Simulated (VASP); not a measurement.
# Fe (Im-3m) in VASP: further runs, part 2 of 2

VASP 6.6.1.

## Step 5: Single point, PBE, collinear spin, ferromagnetic start

INCAR reads:

```
SYSTEM = Fe
PREC     = Accurate       ! precision mode
ENCUT    = 600            ! plane-wave cutoff, eV
EDIFF    = 1E-6           ! SCF threshold, eV
ISMEAR   = 0              ! smearing method
SIGMA    = 0.1            ! smearing width, eV
LREAL    = .False.        ! projectors in reciprocal space
LASPH    = .True.         ! aspherical terms in the spheres
NELM     = 200            ! most SCF steps
ALGO     = Normal         ! electronic algorithm
ISIF     = 2              ! what is computed and relaxed
LWAVE    = .False.        ! write WAVECAR
LCHARG   = .False.        ! write CHGCAR
ISPIN    = 2              ! spin polarisation
MAGMOM   = 2.54           ! initial moments
LORBIT   = 11             ! projections on sites
NUPDOWN  = 2.54           ! fixed moment
LMAXMIX  = 4              ! l up to which the mixer works
GGA      = PE             ! functional
NBANDS   = 14             ! bands
GGA_COMPAT= .False.
```

KPOINTS reads:

```
Automatic mesh
0
Gamma
  14 14 14
  0 0 0
```

POSCAR reads:

```
Fe
1.0
   -1.4345000000      1.4345000000      1.4345000000
    1.4345000000     -1.4345000000      1.4345000000
    1.4345000000      1.4345000000     -1.4345000000
Fe
1
Direct
    0.0000000000      0.0000000000      0.0000000000
```

Potentials or basis: VASP PAW PBE potentials, release 64 (Fe).

The run is started by

```sh
cat potpaw_PBE.64/Fe/POTCAR > POTCAR
mpirun -np 1 vasp_std > vasp.out
```

OUTCAR:

```text
SYSTEM = Fe
   PREC = Accurate
   ENCUT = 600
   EDIFF = 1E-6
   ISMEAR = 0
   LREAL = .False.
   LASPH = .True.
   NELM = 200
   ISIF = 2
   ISPIN = 2
   LORBIT = 11
   NUPDOWN = 2.54
   GGA = PE

 ion  position               nearest neighbor table
   1  0.000  0.000  0.000-

  LATTYP: Found a body centered cubic cell.
 ALAT       =     2.8690000000

  Lattice vectors:

 A1 = (  -1.4345000000,   1.4345000000,   1.4345000000)
 A2 = (   1.4345000000,  -1.4345000000,   1.4345000000)
 A3 = (   1.4345000000,   1.4345000000,  -1.4345000000)

Analysis of symmetry for initial positions (statically):
=====================================================================
 Subroutine PRICEL returns:
 Original cell was already a primitive cell.

 Routine SETGRP: Setting up the symmetry group for a
 body centered cubic supercell.

 Subroutine GETGRP returns: Found 48 space group operations
 (whereof 48 operations were pure point group operations)
 out of a pool of 48 trial point group operations.

The static configuration has the point symmetry O_h .
[... 596 lines left out ...]
      1      -2.5745      1.00000
      2       5.4364      0.04303
      3       5.4365      0.04294
      4       5.4365      0.04293
      5       7.2985      0.00000
      6       7.2986      0.00000
      7      29.8170      0.00000
      8      29.8170      0.00000
      9      29.8170      0.00000
     10      35.0965      0.00000
     11      35.0965      0.00000
     12      37.8086      0.00000
     13      37.8086      0.00000
     14      37.8086      0.00000
[... 379 lines left out ...]
      3       4.2870      1.00000
      4       7.2860      0.00000
      5       7.4827      0.00000
      6      12.2224      0.00000
      7      13.9392      0.00000
      8      16.0049      0.00000
      9      24.6291      0.00000
     10      32.7286      0.00000
     11      34.2265      0.00000
     12      41.5965      0.00000
     13      44.6198      0.00000
     14      48.5175      0.00000

 [... further k-points ...]
[... 5 lines left out ...]
  --------------------------------------------------------------------------------------
  -------------------------------------------------------------------------------------
  Total        0.0207316      0.0207316      0.0207316     -0.0000000      0.0000000      0.0000000
  in kB        2.8130746      2.8130746      2.8130746     -0.0000000      0.0000000      0.0000000
  external PRESSURE =       2.8130746 kB  Pullay stress =       0.0000000 kB

 VOLUME and BASIS-vectors are now :
 -----------------------------------------------------------------------------
  energy-cutoff  :      600.00
  volume of cell :       11.81
      direct lattice vectors                 reciprocal lattice vectors
    -1.434500000  1.434500000  1.434500000     0.000000000  0.348553503  0.348553503
     1.434500000 -1.434500000  1.434500000     0.348553503  0.000000000  0.348553503
     1.434500000  1.434500000 -1.434500000     0.348553503  0.348553503  0.000000000

 POSITION                                       TOTAL-FORCE (eV/Angst)
 -----------------------------------------------------------------------------------
      0.00000      0.00000      0.00000         0.000000      0.000000      0.000000
 -----------------------------------------------------------------------------------
    total drift:                                0.000000     -0.000000      0.000000

  FREE ENERGIE OF THE ION-ELECTRON SYSTEM (eV)
  ---------------------------------------------------
  free  energy   TOTEN  =        -8.2120767206 eV

  energy  without entropy=       -8.2078399840  energy(sigma->0) =       -8.20995835

 total charge

# of ion       s       p       d       tot
------------------------------------------
    1        0.473   0.506   6.214   7.193

 magnetization (x)

# of ion       s       p       d       tot
------------------------------------------
    1       -0.013  -0.049   2.601   2.539
```

Wall time 15 s (1 thread of Intel Xeon 6975P-C (Granite Rapids), shared host); peak memory 0.15 GiB.

What came out:

```
Free energy                                           : -8.2121 eV
Pressure                                              : 0.3 GPa
Net moment                                            : 2.54 μB per cell
Site moments                                          : Fe +2.54 μB
Valence electrons inside the program's atomic spheres : Fe 7.19
```

Caveat: the total moment is fixed, so each spin has its own Fermi level.

## Step 6: Single point, PBE, collinear spin, ferromagnetic start

INCAR reads:

```
SYSTEM = Fe
  ALGO = Normal
  EDIFF = 1E-6
  ENCUT = 600
  GGA = PE
  GGA_COMPAT = .False.
  ISIF = 2
  ISMEAR = 0
  ISPIN = 2
  LASPH = .True.
  LCHARG = .False.
  LMAXMIX = 4
  LORBIT = 11
  LREAL = .False.
  LWAVE = .False.
  MAGMOM = 3.56
  NBANDS = 14
  NELM = 200
  NUPDOWN = 3.56
  PREC = Accurate
  SIGMA = 0.1
```

KPOINTS reads:

```
k-points
0
Gamma
  14 14 14
  0 0 0
```

POSCAR is that of step 5.

Potentials or basis: VASP PAW PBE potentials, release 64 (Fe).

The run is started by

```sh
cat potpaw_PBE.64/Fe/POTCAR > POTCAR
mpirun -np 1 vasp_std > vasp.out
```

OUTCAR:

```text
SYSTEM = Fe
   EDIFF = 1E-6
   ENCUT = 600
   GGA = PE
   ISIF = 2
   ISMEAR = 0
   ISPIN = 2
   LASPH = .True.
   LORBIT = 11
   LREAL = .False.
   NELM = 200
   NUPDOWN = 3.56
   PREC = Accurate

 ion  position               nearest neighbor table
   1  0.000  0.000  0.000-

  LATTYP: Found a body centered cubic cell.
 ALAT       =     2.8690000000

  Lattice vectors:

 A1 = (  -1.4345000000,   1.4345000000,   1.4345000000)
 A2 = (   1.4345000000,  -1.4345000000,   1.4345000000)
 A3 = (   1.4345000000,   1.4345000000,  -1.4345000000)

Analysis of symmetry for initial positions (statically):
=====================================================================
 Subroutine PRICEL returns:
 Original cell was already a primitive cell.

 Routine SETGRP: Setting up the symmetry group for a
 body centered cubic supercell.

 Subroutine GETGRP returns: Found 48 space group operations
 (whereof 48 operations were pure point group operations)
 out of a pool of 48 trial point group operations.
[... 597 lines left out ...]
  band No.  band energies     occupation
      1      -2.1688      1.00000
      2       5.8028      0.00000
      3       5.8028      0.00000
      4       5.8028      0.00000
      5       7.4975      0.00000
      6       7.4975      0.00000
      7      30.2440      0.00000
      8      30.2440      0.00000
      9      30.2440      0.00000
     10      35.4628      0.00000
     11      35.4628      0.00000
     12      38.2592      0.00000
     13      38.2592      0.00000
     14      38.2592      0.00000
[... 379 lines left out ...]
      3       4.6341      1.00000
      4       7.5440      0.00000
      5       7.7399      0.00000
      6      12.5823      0.00000
      7      14.3031      0.00000
      8      16.3877      0.00000
      9      25.0226      0.00000
     10      33.1450      0.00000
     11      34.6449      0.00000
     12      41.9616      0.00000
     13      45.0159      0.00000
     14      48.9260      0.00000

 [... further k-points ...]
[... 5 lines left out ...]
  --------------------------------------------------------------------------------------
  -------------------------------------------------------------------------------------
  Total        2.4732448      2.4732448      2.4732448      0.0000000     -0.0000000      0.0000000
  in kB      335.5954292    335.5954292    335.5954292      0.0000000     -0.0000000      0.0000000
  external PRESSURE =     335.5954292 kB  Pullay stress =       0.0000000 kB

 VOLUME and BASIS-vectors are now :
 -----------------------------------------------------------------------------
  energy-cutoff  :      600.00
  volume of cell :       11.81
      direct lattice vectors                 reciprocal lattice vectors
    -1.434500000  1.434500000  1.434500000     0.000000000  0.348553503  0.348553503
     1.434500000 -1.434500000  1.434500000     0.348553503  0.000000000  0.348553503
     1.434500000  1.434500000 -1.434500000     0.348553503  0.348553503  0.000000000

 POSITION                                       TOTAL-FORCE (eV/Angst)
 -----------------------------------------------------------------------------------
      0.00000      0.00000      0.00000        -0.000000      0.000000      0.000000
 -----------------------------------------------------------------------------------
    total drift:                                0.000000      0.000000      0.000000

  FREE ENERGIE OF THE ION-ELECTRON SYSTEM (eV)
  ---------------------------------------------------
  free  energy   TOTEN  =        -7.2403665670 eV

  energy  without entropy=       -7.2345142729  energy(sigma->0) =       -7.23744042

 total charge

# of ion       s       p       d       tot
------------------------------------------
    1        0.510   0.588   6.073   7.171

 magnetization (x)

# of ion       s       p       d       tot
------------------------------------------
    1        0.033   0.141   3.259   3.432
```

stdout:

```text
POSCAR found type information on POSCAR Fe
 POSCAR found :  1 types and       1 ions
 scaLAPACK will be used
 LDA part: xc-table for (Slater+PW92), standard interpolation
 POSCAR, INCAR and KPOINTS ok, starting setup
 FFT: planning ... GRIDC
 FFT: planning ... GRID_SOFT
 FFT: planning ... GRID
 WAVECAR not read
 entering main loop
```

Run time: 18 s. Hardware: 1 thread of Intel Xeon 6975P-C (Granite Rapids), shared host; peak memory 0.15 GiB.

What came out:

```yaml
Free_energy: -7.2404 eV
Pressure: 33.6 GPa
Net_moment: 3.56 μB per cell
Site_moments: Fe +3.43 μB
Valence_electrons_inside_the_program's_atomic_spheres: Fe 7.17
```

Caveat: the total moment is fixed, so each spin has its own Fermi level.

## Step 7: Single point, PBE, collinear spin, ferromagnetic start

INCAR reads:

```
ALGO = Normal
EDIFF = 1E-6
ENCUT = 600
GGA = PE
GGA_COMPAT = False
ISIF = 2
ISMEAR = 0
ISPIN = 2
LASPH = True
LCHARG = True
LELF = True
LMAXMIX = 4
LORBIT = 11
LREAL = False
LVHAR = True
LWAVE = False
MAGMOM = 0.4
NBANDS = 14
NELM = 200
PREC = Accurate
SIGMA = 0.1
```

KPOINTS reads:

```
k-points
0
Gamma
  14 14 14
```

POSCAR is that of step 6.

The run is started by

```sh
cat potpaw_PBE.64/Fe/POTCAR > POTCAR
mpirun -np 1 vasp_std > vasp.out
```

Wall time 23 s (1 thread of Intel Xeon 6975P-C (Granite Rapids), shared host); peak memory 0.16 GiB.

The run converged. Its results:

* Free energy: -8.2356 eV
* Pressure: -7.3 GPa
* Net moment: 2.24 μB per cell
* Site moments: Fe +2.24 μB
* Valence electrons inside the program's atomic spheres: Fe 7.19

Levels at points of the mesh, in eV from the Fermi level:
Spin up:
| k point | band 1 | band 2 | band 3 | band 4 | band 5 | band 6 | band 7 | band 8 | band 9 | band 10 |
| --- | --- | --- | --- | --- | --- | --- | --- | --- | --- | --- |
| (0.00, 0.00, 0.00) | -8.16 | -2.18 | -2.18 | -2.18 | -1.05 | -1.05 | 24.69 | 24.69 | 24.69 | 29.52 |
| (0.50, 0.00, 0.00) | -4.67 | -3.20 | -0.99 | -0.88 | 0.35 | 0.58 | 7.06 | 18.08 | 19.67 | 22.96 |
| (0.50, 0.50, 0.50) | -4.58 | -4.58 | 0.10 | 0.10 | 0.10 | 9.71 | 9.71 | 9.71 | 15.29 | 15.29 |
Spin down:
```csv
k point,band 1,band 2,band 3,band 4,band 5,band 6
"(0.00, 0.00, 0.00)",-8.00,-0.23,-0.23,-0.23,1.74,1.74
"(0.50, 0.00, 0.00)",-3.37,-1.45,0.68,1.59,1.98,2.61
"(0.50, 0.50, 0.50)",-2.72,-2.72,2.33,2.33,2.33,9.98
```

## Step 8: The runs side by side

| fixed moment (μB) | pressure (GPa) | moment (μB) |
| --- | --- | --- |
| 4.07 | 60.2 | 4.07 |
| 0.51 | -23.0 | 0.51 |
| 1.52 | -16.6 | 1.52 |
| 2.54 | 0.3 | 2.54 |
| 3.56 | 33.6 | 3.56 |
| - | -7.3 | 2.24 |

Alike in all rows: task single point; level PBE; potentials or basis VASP PAW PBE potentials, release 64 (Fe); spin collinear, ferromagnetic start; cell as given; k mesh 14 × 14 × 14; cutoff (eV) 600; smearing gaussian 0.1 eV.

Caveats: the total moment is fixed, so each spin has its own Fermi level (some runs).

Total energies depend on the potentials used, so only differences within one code and one set of settings carry meaning.
